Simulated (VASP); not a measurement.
CuO: single point with r2SCAN+U

CuO:

```
CELL_PARAMETERS angstrom
0.00000 2.32725 2.32725
2.32725 0.00000 2.32725
2.32725 2.32725 0.00000
ATOMIC_POSITIONS crystal
Cu 0.00000 0.00000 0.00000
O 0.25000 0.25000 0.25000
```

```yaml
Program: VASP 6.6.1
Task: single point
Functional: r2SCAN
Potentials_or_basis: VASP PAW PBE potentials, release 64 (Cu, O)
Cutoff: 660 eV
k_mesh: 7 × 7 × 7
Occupations: gaussian, width 0.05 eV
Spin: collinear spin, ferromagnetic start
Starting_moments: "[0.66, 0.45] μB"
Hubbard_terms: Cu d U = 1.0 eV
```

```
Pressure                                              : -13.4 GPa
Band gap on the k mesh                                : zero (filled and empty bands overlap)
Net moment                                            : 1.00 μB per cell
Site moments                                          : Cu +0.59; O +0.38 μB
Valence electrons inside the program's atomic spheres : Cu 9.80; O 4.93
```

Levels at points of the mesh, in eV from the Fermi level:
Spin up:
```
           k point  band 6  band 7  band 8  band 9  band 10  band 11  band 12  band 13
(0.00, 0.00, 0.00)   -2.61   -0.10   -0.10   -0.10     1.08    14.53    14.53    14.53
```
Spin down:
```tsv
k point	band 3	band 4	band 5	band 6	band 7	band 8	band 9	band 10	band 11	band 12
(0.00, 0.00, 0.00)	-4.22	-4.22	-2.10	-2.10	1.19	1.19	1.19	1.31	14.58	14.58
```

Eigenvalues of the final occupation matrices:
```csv
site,spin,trace,eigenvalues
site 1 d,1,4.87,0.97 0.97 0.98 0.98 0.98
site 1 d,2,4.27,0.80 0.80 0.80 0.94 0.94
```

Wall time 2.7 min on 1 thread of Intel(R) Xeon(R) Platinum 8259CL CPU @ 2.50GHz (Skylake/Cascade Lake), on a shared host, peak memory 0.19 GiB.

Caveat: the PAW data sets were made with another functional, which shifts forces and pressure a little; a cell with one magnetic atom can't hold antiferromagnetic order, which such compounds often take. The state reached can hang on the start; a lower one may exist.
